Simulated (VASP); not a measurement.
**Y: single point with LDA**

The system is Y.

```xyz
1
Lattice="-1.9530 1.9530 1.9530 1.9530 -1.9530 1.9530 1.9530 1.9530 -1.9530" Properties=species:S:1:pos:R:3 pbc="T T T"
Y     0.0000    0.0000    0.0000
```

This isn't the form of Y at room conditions, which is hcp.

```
Program             : VASP 6.6.1
Task                : single point
Functional          : LDA
Potentials or basis : VASP PAW LDA potentials, release 64 (Y_sv)
Cutoff              : 500 eV
k mesh              : 7 × 7 × 7
Occupations         : methfessel-paxton, width 0.1 eV
Spin                : no spin polarisation
```

The pressure is -0.2 GPa. The band gap on the k mesh is zero (an odd number of electrons rules out a gap without spin polarisation).

Levels at points of the mesh, in eV from the Fermi level:
```csv
k point,band 3,band 4,band 5,band 6,band 7,band 8
"(0.00, 0.00, 0.00)",-22.17,-22.17,-5.01,1.64,1.64,1.64
```

Wall time 8.6 s on 1 thread of Intel(R) Xeon(R) Platinum 8259CL CPU @ 2.50GHz (Skylake/Cascade Lake) (shared host), peak memory 0.15 GiB.
